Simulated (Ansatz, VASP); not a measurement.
## One calculation of NaI, two programs

```xyz
2
Lattice="4.0405 0.0000 0.0000 0.0000 4.0405 0.0000 0.0000 0.0000 4.0405" Properties=species:S:1:pos:R:3 pbc="T T T"
Na    0.0000    0.0000    0.0000
I     2.0203    2.0203    2.0203
```

Alike in both runs: task single point; functional HSE06; k mesh 4 × 4 × 4; no spin polarisation.

|  | VASP | Ansatz |
| --- | --- | --- |
| version | VASP 6.6.1 | Ansatz 0.2.0 |
| potentials or method | VASP PAW PBE potentials, release 64 (Na_pv, I) | plane waves, PAW |
| plane-wave cutoff (eV) | 520 | 420 |
| occupations | gaussian, width 0.01 eV | fixed |
| valence electrons in the cell | 14 | 26 |

Ansatz gave:

- gap on the k mesh at the Fermi level (eV): 3.24
- pressure (GPa): 0.2

Estimate VASP's values.

gap on the k mesh at the Fermi level (eV): 3.22; pressure (GPa): 0.2.

VASP's potentials hold 14 valence electrons a cell and Ansatz's 26, so a difference there can come from the potentials and not from the codes. Ansatz's warnings: stress exchange threshold loose, stress scf threshold loose.

Spin-orbit coupling is off throughout.
